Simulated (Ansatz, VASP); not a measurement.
## Bi2Se3 in VASP and in Ansatz

```
Bi Se
1.0
     2.09366    1.20877   10.43403
    -2.09366    1.20877   10.43403
     0.00000   -2.41755   10.43403
Bi Se
2 3
Direct
  0.16958 0.45616 0.56105
  0.60441 0.60441 0.60441
  0.00000 0.00000 0.00000
  0.22103 0.22103 0.22103
  0.77897 0.77897 0.77897
```

Alike in both runs: task single point; functional PBE; k mesh 6 × 6 × 6; occupations gaussian, width 0.05 eV; no spin polarisation.

|  | VASP | Ansatz |
| --- | --- | --- |
| version | VASP 6.6.1 | Ansatz 0.2.0 |
| potentials or method | VASP PAW PBE potentials, release 64 (Bi_d, Se), cutoff 520 eV | scalar-relativistic, plane waves, PAW |
| valence electrons in the cell | 48 | 78 |

|  | VASP | Ansatz | Ansatz less VASP |
| --- | --- | --- | --- |
| gap on the k mesh at the Fermi level (eV) | 0.63 | 0.63 | +0.007 |
| least direct gap on the mesh (eV) | 0.83 | 0.83 | +0.002 |
| pressure (GPa) | 6.4 | 6.3 | -0.02 |
| traceless stress, the component that is largest in VASP (GPa) | -6.87 | -6.86 | +0.010 |
| rms of the force components (eV/Å) | 2.363 | 2.359 | -0.0043 |

Atom by atom the forces differ by 0.006 eV/Å (rms over components). VASP's potentials hold 48 valence electrons a cell and Ansatz's 78, so a difference there can come from the potentials and not from the codes.

Spin-orbit coupling is off throughout.
